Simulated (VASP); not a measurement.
Wanted: the native input for a VASP 6.6.1 run.

```yaml
Task: single point
Functional: PBE
Potentials_or_basis: VASP PAW PBE potentials, release 64 (Sn_d, O)
Cutoff: 520 eV
k_mesh: 6 × 6 × 4
Occupations: fermi-dirac, width 0.02 eV
Spin: no spin polarisation
Dipole_correction: no
Further_INCAR_settings: ALGO = Normal; EDIFF = 1e-07; NBANDS = 28
```

The structure of SnO lies in POSCAR:

```
SnO
1.0
    3.4232701772      0.0000000000      0.0000000000
   -1.7116350886      2.9646389374      0.0000000000
    0.0000000000      0.0000000000      6.4179554290
Sn O
2 2
Direct
    0.0000000000      0.0000000000      0.0000000000
    0.0000000000      0.0000000000      0.5000000000
    0.3333333333      0.6666666667      0.2500000000
    0.6666666667      0.3333333333      0.7500000000
```

One way to write it, as run:

INCAR

```
SYSTEM = SnO
PREC = Accurate
ENCUT = 520
EDIFF = 1E-7
ISMEAR = -1
SIGMA = 0.02
LREAL = .FALSE.
LASPH = .TRUE.
NELM = 60
ALGO = Normal
ISIF = 2
LWAVE = .FALSE.
LCHARG = .FALSE.
GGA = PE
NBANDS = 28
```

KPOINTS

```
regular mesh
0
G
  6 6 4
  0 0 0
```

Potentials or basis: VASP PAW PBE potentials, release 64 (Sn_d, O).

Command:

```sh
$ cat potpaw_PBE.64/Sn_d/POTCAR potpaw_PBE.64/O/POTCAR > POTCAR
$ mpirun -np 1 vasp_std > vasp.out
```

It gave:

| Property | Result |
| --- | --- |
| Pressure | 2.7 GPa |
| Band gap on the k mesh | zero (band 20 reaches 8.27 eV, above the bottom of band 21 at 7.46 eV) |

Caveat: spin-orbit coupling is left out, which moves the levels of the heavy elements.

Run time: 25 s on 1 thread of AMD EPYC 9R45 96-Core Processor (Zen 5) (shared host), peak memory 0.16 GiB.
